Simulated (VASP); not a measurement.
Write the native input for VASP 6.6.1 that does the following.

- Task: single point
- Functional: PBEsol
- Potentials or basis: VASP PAW PBE potentials, release 64 (Be, Te)
- Cutoff: 520 eV
- k mesh: 8 × 8 × 8
- Occupations: gaussian, width 0.01 eV
- Spin: no spin polarisation
- Dipole correction: no
- Further INCAR settings: ALGO = Normal; EDIFF = 1e-06; NBANDS = 11

The structure of BeTe lies in POSCAR:

```
BeTe
1.0
    2.8588313528      2.8588313528      0.0000000000
   -2.8588313528      2.8588313528      0.0000000000
    0.0000000000      2.8588313528      2.7691425261
Be Te
1 1
Direct
    0.0000000000      0.0000000000      0.0000000000
    0.7500000000      0.2500000000      0.5000000000
```

This cell differs from its parent crystal: in-plane strain +0.02.

The input as run:

INCAR

```
SYSTEM = BeTe
PREC = Accurate
ENCUT = 520
EDIFF = 1E-6
ISMEAR = 0
SIGMA = 0.01
LREAL = .False.
LASPH = .True.
NELM = 100
ALGO = Normal
ISIF = 2
LWAVE = .False.
LCHARG = .False.
GGA = PS
NBANDS = 11
```

KPOINTS

```
regular mesh
0
Gamma
  8 8 8
  0 0 0
```

Potentials or basis: VASP PAW PBE potentials, release 64 (Be, Te).

The run is started by

```console
$ cat potpaw_PBE.64/Be/POTCAR potpaw_PBE.64/Te/POTCAR > POTCAR
$ mpirun -np 1 vasp_std > vasp.out
```

Results of the run:

| Quantity | Value |
| --- | --- |
| Pressure | -1.4 GPa |
| Band gap on the k mesh | 1.65 eV, indirect (least direct gap 3.47 eV) |

Caveat: the cell differs from its parent crystal (in-plane strain +0.02); the PAW data sets were made with another functional, which shifts forces and pressure a little; spin-orbit coupling is left out, which moves the levels of the heavy elements.

It used 30 s of CPU time on 1 thread of AMD EPYC 7R13 Processor (Zen 3), with other jobs on the host.
